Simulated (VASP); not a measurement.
The system is ZnSe.

```
Se Zn
1.0
     0.00000    2.87109    2.87109
     2.87109    0.00000    2.87109
     2.87109    2.87109    0.00000
Se Zn
1 1
Direct
  0.75000 0.75000 0.75000
  0.00000 0.00000 0.00000
```

Base run:

| Quantity | Value |
| --- | --- |
| Program | VASP 6.6.1 |
| Functional | r2SCAN |
| Potentials or basis | VASP PAW PBE potentials, release 64 (Se, Zn) |
| Cutoff | 520 eV |
| k mesh | 8 × 8 × 8 |
| Occupations | fermi-dirac, width 0.05 eV |
| Spin | no spin polarisation |

Its results: band gap on the k mesh 1.70 eV; pressure -2.3 GPa.

After a change of settings the same cell gave: band gap on the k mesh 2.25 eV; pressure -1.0 GPa. Which change was it?
A. functional from r2SCAN to BHLYP; k mesh from 8 × 8 × 8 to 4 × 4 × 4
B. functional from r2SCAN to r2SCAN50; k mesh from 8 × 8 × 8 to 4 × 4 × 4
C. functional from r2SCAN to b88 exchange, pbe correlation; cutoff from 520 eV to 500 eV; further incar settings from ALGO = Normal; EDIFF = 1e-07; NBANDS = 16 to ALGO = Normal; EDIFF = 1e-06; NBANDS = 16
D. functional from r2SCAN to HSE06; k mesh from 8 × 8 × 8 to 4 × 4 × 4

D.

Caveats: some runs use coarse meshes; the PAW data sets were made with another functional, which shifts forces and pressure a little.
